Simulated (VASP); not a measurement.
# C (Fmmm) in VASP: notebook

Runs on C. Level: PBE+D3(BJ). Tasks: single point, relaxation of cell and atoms.

Everything below comes from runs of VASP 6.6.1. Logs are shortened: lines on timing, memory, paths and dates and some standing lists are left out, and cuts for length are marked.

### 1 The cell of the first run

Symmetry: Fmmm, No. 69, orthorhombic system. The conventional cell has a = 2.465 Å, b = 4.269 Å, c = 6.806 Å, α = 90.00°, β = 90.00°, γ = 90.00°. C (site symmetry m2m) has 3 C at 1.42 Å within 1.9 Å.

### 2 Single point, PBE+D3(BJ)

Contents of INCAR:

```
PREC     = Accurate       # precision mode
ENCUT    = 520            # plane-wave cutoff, eV
EDIFF    = 1E-7           # SCF threshold, eV
ISMEAR   = 0              # smearing method
SIGMA    = 0.02           # smearing width, eV
LREAL    = F              # projectors in reciprocal space
LASPH    = T              # aspherical terms in the spheres
NELM     = 60             # most SCF steps
ALGO     = Normal         # electronic algorithm
ISIF     = 2              # what is computed and relaxed
LWAVE    = F              # write WAVECAR
LCHARG   = F              # write CHGCAR
GGA      = PE             # functional
IVDW     = 12             # dispersion correction
NBANDS   = 11             # bands
```

Contents of KPOINTS:

```
regular mesh
0
Gamma
  14 14 14
```

Contents of POSCAR:

```
C
1.0
    0.0000000000      2.1345498270      3.4030701025
    1.2324752580      0.0000000000      3.4030701025
    1.2324752580      2.1345498270      0.0000000000
C
2
Direct
    0.1667306021      0.8332693979      0.1667306021
    0.8332693979      0.1667306021      0.8332693979
```

Potentials or basis: VASP PAW PBE potentials, release 64 (C).

On the command line:

```bash
$ cat potpaw_PBE.64/C/POTCAR > POTCAR
$ mpirun -np 1 vasp_std > vasp.out
```

OUTCAR:

```text
PREC = Accurate
   ENCUT = 520
   EDIFF = 1E-7
   ISMEAR = 0
   LREAL = F
   LASPH = T
   NELM = 60
   ISIF = 2
   GGA = PE
   IVDW = 12
 IVDW          = 12

 ion  position               nearest neighbor table
   1  0.167  0.833  0.167-   2 1.42   2 1.42   2 1.42
   2  0.833  0.167  0.833-   1 1.42   1 1.42   1 1.42

  LATTYP: Found a face centered orthorhombic cell.
 ALAT       =     2.4649505160
 B/A-ratio  =     1.7319210371
 C/A-ratio  =     2.7611670745

  Lattice vectors:

 A1 = (   0.0000000000,   2.1345498270,   3.4030701025)
 A2 = (   1.2324752580,   0.0000000000,   3.4030701025)
 A3 = (   1.2324752580,   2.1345498270,   0.0000000000)

Analysis of symmetry for initial positions (statically):
=====================================================================
 Subroutine PRICEL returns:
 Original cell was already a primitive cell.

 Routine SETGRP: Setting up the symmetry group for a
 face centered orthorhombic supercell.

 Subroutine GETGRP returns: Found  8 space group operations
 (whereof  8 operations were pure point group operations)
 out of a pool of  8 trial point group operations.

The static configuration has the point symmetry D_2h.

Analysis of symmetry for dynamics (positions and initial velocities):
=====================================================================
 Subroutine PRICEL returns:
 Original cell was already a primitive cell.

 Routine SETGRP: Setting up the symmetry group for a
 face centered orthorhombic supercell.

 Subroutine GETGRP returns: Found  8 space group operations
 (whereof  8 operations were pure point group operations)
 out of a pool of  8 trial point group operations.

The dynamic configuration has the point symmetry D_2h.

 Subroutine INISYM returns: Found  8 space group operations
 (whereof  8 operations are pure point group operations),
 and found     1 'primitive' translations

----------------------------------------------------------------------------------------

                                     Primitive cell

  volume of cell :      17.9055

  direct lattice vectors                    reciprocal lattice vectors
     0.000000000  2.134549827  3.403070103    -0.405687657  0.234241428  0.146926153
     1.232475258  0.000000000  3.403070103     0.405687657 -0.234241428  0.146926153
     1.232475258  2.134549827  0.000000000     0.405687657  0.234241428 -0.146926153

  length of vectors
     4.017112033  3.619375828  2.464812006     0.490957041  0.490957041  0.490957041

  position of ions in fractional coordinates (direct lattice)
     0.166730602  0.833269398  0.166730602
     0.833269398  0.166730602  0.833269398

  ion indices of the primitive-cell ions
   primitive index   ion index
                 1           1
                 2           2

----------------------------------------------------------------------------------------

 KPOINTS: regular mesh

Automatic generation of k-mesh.
 Grid dimensions read from file:
 generate k-points for:   14   14   14

 Generating k-lattice:

  Cartesian coordinates                     Fractional coordinates (reciprocal lattice)
    -0.028977690  0.016731531  0.010494725     0.071428571  0.000000000  0.000000000
     0.028977690 -0.016731531  0.010494725     0.000000000  0.071428571 -0.000000000
     0.028977690  0.016731531 -0.010494725     0.000000000 -0.000000000  0.071428571

  Length of vectors
     0.035068360  0.035068360  0.035068360

  Shift w.r.t. Gamma in fractional coordinates (k-lattice)
     0.000000000  0.000000000  0.000000000

 Subroutine IBZKPT returns following result:
 ===========================================

 Found    428 irreducible k-points:

 Following reciprocal coordinates:
            Coordinates               Weight
  0.000000  0.000000  0.000000      1.000000
  0.071429  0.000000  0.000000      8.000000
  0.142857  0.000000  0.000000      8.000000
  0.214286  0.000000  0.000000      8.000000
  0.285714  0.000000  0.000000      8.000000
  0.357143  0.000000 -0.000000      8.000000
[... 16 lines left out ...]
  0.214286  0.142857 -0.000000      8.000000
  0.285714  0.142857 -0.000000      8.000000
 [... further k-points ...]
   k-points           NKPTS =    428   k-points in BZ     NKDIM =    428   number of bands    NBANDS=     11
   number of dos      NEDOS =    301   number of ions     NIONS =      2
   total plane-waves  NPLWV =  15120
   dimension x,y,z NGX =    30 NGY =   28 NGZ =   18
   dimension x,y,z NGXF=    60 NGYF=   56 NGZF=   36
   ions per type =               2
   NGX,Y,Z   is equivalent  to a cutoff of  12.42, 12.86, 12.14 a.u.
   NGXF,Y,Z  is equivalent  to a cutoff of  24.83, 25.72, 24.28 a.u.
 SYSTEM =  unknown system
   PREC   = accura    normal or accurate (medium, high low for compatibility)
   ISTART =      0    job   : 0-new  1-cont  2-samecut
   ICHARG =      2    charge: 1-file 2-atom 10-const
   ISPIN  =      1    spin polarized calculation?
   LNONCOLLINEAR =      F non collinear calculations
   LSORBIT =      F    spin-orbit coupling
   LASPH  =      T    aspherical Exc in radial PAW
   ENCUT  =  520.0 eV  38.22 Ry    6.18 a.u.   7.47  6.73  4.58*2*pi/ulx,y,z
   NELM   =     60;   NELMIN=  2; NELMDL= -5     # of ELM steps
   EDIFF  = 0.1E-06   stopping-criterion for ELM
   LREAL  =      F    real-space projection
   EDIFFG = 0.1E-05   stopping-criterion for IOM
   NSW    =      0    number of steps for IOM
   IBRION =     -1    ionic relax: 0-MD 1-quasi-New 2-CG
   NFREE  =      0    steps in history (QN), initial steepest desc. (CG)
   ISIF   =      2    stress and relaxation
   ISYM   =      2    0-nonsym 1-usesym 2-fastsym
   POTIM  = 0.5000    time-step for ionic-motion
   TEBEG  =    0.0;   TEEND  =   0.0 temperature during run
   PSTRESS=    0.0 pullay stress
   NELECT =       8.0000    total number of electrons
   NUPDOWN=      -1.0000    fix difference up-down
   EMIN   =  10.00;   EMAX   =-10.00  energy-range for DOS
   EFERMI =   0.00;   METHOD = LEGACY
   ISMEAR =     0;   SIGMA  =   0.02  broadening in eV -4-tet -1-fermi 0-gaus
   EFERMI_NEDOS =   21; number of points for ismear=-14 and -15
   IALGO  =     38    algorithm
   IMIX   =      4    mixing-type and parameters
     AMIX     =   0.40;   BMIX     =  1.00
     AMIX_MAG =   1.60;   BMIX_MAG =  1.00
  volume/ion in A,a.u.               =       8.95        60.42
  Fermi-wavevector in a.u.,A,eV,Ry     =   1.251535  2.365058 21.311350  1.566340
  Thomas-Fermi vector in A             =   2.385478
   LORBIT       =      0    0 simple, 1 ext, 2 COOP (PROOUT), +10 PAW based schemes
   GGA     = PE    functional components
   LHFCALC =     F    Hartree Fock is set to
   AEXX    =    0.0000 exact exchange contribution
   IVDW    =    12    specifies the selected vdW correction
   LEPSILON=     F    determine dielectric tensor
   LRPA    =     F    only Hartree local field effects (RPA)
 non-spin polarized calculation
 Gauss-broadening in eV      SIGMA  =   0.02
  energy-cutoff  :      520.00
  volume of cell :       17.91
 maximum number of plane-waves:       499
 NGX is ok and might be reduce to    30
   NGX = 15   NGY = 13   NGZ =  9

 number of electron       8.0000001 magnetization

 Free energy of the ion-electron system (eV)
  ---------------------------------------------------
  ext. energy  EPLUGINS =         0.00000000
  ---------------------------------------------------
  free energy    TOTEN  =       -18.42536835 eV

  energy without entropy =      -18.42536835  energy(sigma->0) =      -18.42536835

 E-fermi :   4.7113     XC(G=0): -10.2232

 val. band max:        4.6073223019   @ k =   0.5000  -0.1429   0.3571
 cond. band min:       5.0255047122   @ k =  -0.0714   0.2857   0.2857
 fundamental gap:      0.4181824104
 Fermi energy:         4.7113010305

 k-point     1 :       0.0000    0.0000    0.0000
  band No.  band energies     occupation
      1     -15.0825      2.00000
      2      -2.0697      2.00000
      3       1.5485      2.00000
      4       1.5549      2.00000
      5       8.7284      0.00000
      6      12.8777      0.00000
      7      12.9588      0.00000
      8      15.9572      0.00000
      9      17.1699      0.00000
     10      27.1881      0.00000
     11      29.7559      0.00000

 k-point     2 :       0.0714    0.0000    0.0000
  band No.  band energies     occupation
      1     -14.9577      2.00000
      2      -1.9593      2.00000
      3       1.0723      2.00000
      4       1.2963      2.00000
      5       8.9363      0.00000
      6      12.9919      0.00000
      7      13.4181      0.00000
      8      15.5141      0.00000
      9      17.4007      0.00000
     10      27.5853      0.00000
     11      28.7376      0.00000

 k-point     3 :       0.1429    0.0000    0.0000
  band No.  band energies     occupation
      1     -14.5844      2.00000
      2      -1.6268      2.00000
      3      -0.1887      2.00000
      4       0.6670      2.00000
      5       9.5537      0.00000
      6      12.9980      0.00000
      7      14.2994      0.00000
      8      14.8237      0.00000
      9      18.1498      0.00000
     10      26.4827      0.00000
     11      28.6364      0.00000

 k-point     4 :       0.2143    0.0000    0.0000
  band No.  band energies     occupation
      1     -13.9672      2.00000
      2      -1.8891      2.00000
      3      -1.0709      2.00000
      4      -0.0941      2.00000
      5      10.5504      0.00000
      6      12.5800      0.00000
      7      12.8212      0.00000
      8      16.8379      0.00000
      9      19.3460      0.00000
     10      24.4237      0.00000
     11      28.7003      0.00000

 k-point     5 :       0.2857    0.0000    0.0000
  band No.  band energies     occupation
      1     -13.1135      2.00000
      2      -3.7627      2.00000
      3      -0.8051      2.00000
      4      -0.2974      2.00000
      5      10.5596      0.00000
      6      11.9038      0.00000
      7      12.6103      0.00000
      8      19.1959      0.00000
      9      20.6100      0.00000
     10      22.9088      0.00000
     11      27.6198      0.00000
[... 211 lines left out ...]
 k-point    21 :      -0.0714    0.0714    0.0000
  band No.  band energies     occupation
      1     -14.5967      2.00000
      2      -1.5188      2.00000
      3      -0.1862      2.00000
      4       0.6670      2.00000
      5       9.3204      0.00000
      6      12.9993      0.00000
      7      14.2840      0.00000
      8      14.8225      0.00000
      9      18.1619      0.00000
     10      26.4640      0.00000
     11      28.6511      0.00000

 k-point    22 :       0.1429    0.1429    0.0000
  band No.  band energies     occupation
      1     -15.0342      2.00000
      2      -2.4750      2.00000
      3       1.5490      2.00000
      4       1.5505      2.00000
      5       9.6443      0.00000
      6      12.8835      0.00000
      7      12.9416      0.00000
      8      15.9819      0.00000
      9      17.1464      0.00000
     10      27.1128      0.00000
     11      28.6796      0.00000

 k-point    23 :       0.2143    0.1429   -0.0000
  band No.  band energies     occupation
      1     -14.8885      2.00000
      2      -2.5231      2.00000
      3       1.0643      2.00000
      4       1.2963      2.00000
      5      10.2566      0.00000
      6      12.9807      0.00000
      7      13.4151      0.00000
      8      15.5648      0.00000
      9      17.3597      0.00000
     10      27.3960      0.00000
     11      27.8706      0.00000

 k-point    24 :       0.2857    0.1429   -0.0000
  band No.  band energies     occupation
      1     -14.4989      2.00000
      2      -2.2985      2.00000
      3      -0.2060      2.00000
      4       0.6670      2.00000
      5      11.1995      0.00000
      6      12.9961      0.00000
      7      14.4054      0.00000
      8      14.8310      0.00000
      9      18.0659      0.00000
     10      26.3088      0.00000
     11      28.4184      0.00000

 [... further k-points ...]

------------------------ aborting loop because EDIFF is reached ----------------------------------------

 Edisp (eV)   -0.30739

 E8    (eV) :    -0.0869

  FORCE on cell =-STRESS in cart. coord.  units (eV):
  Direction    XX          YY          ZZ          XY          YZ          ZX
  --------------------------------------------------------------------------------------
  -------------------------------------------------------------------------------------
  Total       0.07992     0.07917    -0.00552     0.00000     0.00000     0.00000
  in kB       7.15086     7.08438    -0.49421     0.00000     0.00000     0.00000
  external pressure =        4.58 kB  Pullay stress =        0.00 kB

 VOLUME and BASIS-vectors are now :
 -----------------------------------------------------------------------------
  energy-cutoff  :      520.00
  volume of cell :       17.91
      direct lattice vectors                 reciprocal lattice vectors
     0.000000000  2.134549827  3.403070103    -0.405687657  0.234241428  0.146926153
     1.232475258  0.000000000  3.403070103     0.405687657 -0.234241428  0.146926153
     1.232475258  2.134549827  0.000000000     0.405687657  0.234241428 -0.146926153

 POSITION                                       TOTAL-FORCE (eV/Angst)
 -----------------------------------------------------------------------------------
      1.23248      0.71179      3.40307         0.000000      0.000341      0.000000
      1.23248      3.55731      3.40307         0.000000     -0.000341      0.000000
 -----------------------------------------------------------------------------------
    total drift:                                0.000000      0.000000      0.000000

  FREE ENERGIE OF THE ION-ELECTRON SYSTEM (eV)
  ---------------------------------------------------
  free  energy   TOTEN  =       -18.7327562327 eV

  energy  without entropy=      -18.7327562327  energy(sigma->0) =      -18.73275623
```

Run time: 3.5 min. Hardware: 1 thread of Intel Xeon 8259CL, shared host; peak memory 0.2 GiB.

What came out:

```
Free energy                : -18.7328 eV
Pressure                   : 0.5 GPa
Dispersion energy per atom : -0.154 eV
```

Stress tensor (GPa, compression positive):
```
 0.72  0.00  0.00
 0.00  0.71  0.00
 0.00  0.00 -0.05
```

(Part 1 of 2 ends here.)
